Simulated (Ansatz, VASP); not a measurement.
Given: the input of a run of VASP 6.6.1 on Os.

Contents of INCAR:

```
SYSTEM = Os
ALGO = Normal ; EDIFF = 1E-6
ENCUT = 520 ; GGA = VW
ISIF = 2 ; ISMEAR = 1
ISPIN = 2 ; LASPH = .True.
LCHARG = .False. ; LMAXMIX = 4
LORBIT = 11 ; LREAL = .False.
LWAVE = .False. ; MAGMOM = 1
NBANDS = 14 ; NELM = 150
PREC = Accurate ; SIGMA = 0.05
```

The input KPOINTS:

```
k-points
0
Gamma
  12 12 12
  0 0 0
```

Contents of POSCAR:

```
Os
1.0
    0.0000000000      1.9052949815      1.9052949815
    1.9052949815      0.0000000000      1.9052949815
    1.9052949815      1.9052949815      0.0000000000
Os
1
Direct
    0.0000000000      0.0000000000      0.0000000000
```

Potentials or basis: VASP PAW PBE potentials, release 64 (Os).

Command:

```sh
$ cat potpaw_PBE.64/Os/POTCAR > POTCAR
$ mpirun -np 1 vasp_std > vasp.out
```

Q: Translate it to Ansatz 0.2.0. Potentials there: all-electron LAPW, point nuclei.

A: As run (the cutoff follows the program's own potentials):

input.yaml

```yaml
crystal:
  lattice:
    - [0.0, 1.9052949815, 1.9052949815]
    - [1.9052949815, 0.0, 1.9052949815]
    - [1.9052949815, 1.9052949815, 0.0]
  atoms:
    - { symbol: Os, position: [0.0, 0.0, 0.0], spin: 1.0 }
kpoints:
  mp_grid: { grid: [12, 12, 12] }
scf:
  occupations: { method: methfessel_paxton, width: 0.05 }
hamiltonian:
  xc: { exchange: slater, correlation: vwn5 }
  pseudopotentials:
    kind: all_electron
    lapw: { basis_error: 0.001 }
    nuclear_model: point
magnetization:
  spin_polarized: true
output:
  forces: true
  stress: true
  eigenvalues: true
```

Potentials or basis: all-electron LAPW, point nuclei.

Command:

```console
$ ansatz run input.yaml --threads 1 --pin off --max-ram 2560MiB --backend cpu --events-out ev --progress --plain --runs-dir out
```

Both were run:

|  | VASP | Ansatz | Ansatz less VASP |
| --- | --- | --- | --- |
| gap on the k mesh at the Fermi level (eV) | none | none | - |
| pressure (GPa) | -1.8 | -3.5 | -1.76 |
| net moment per atom (μB) | 0.02 | 0.00 | -0.021 |

VASP's potentials were made for PBE, not for SVWN5. A gap of «none» marks a metal or a gap that the smearing closes. Ansatz ran all-electron here, and VASP with PAW potentials.

Spin-orbit coupling is off throughout.
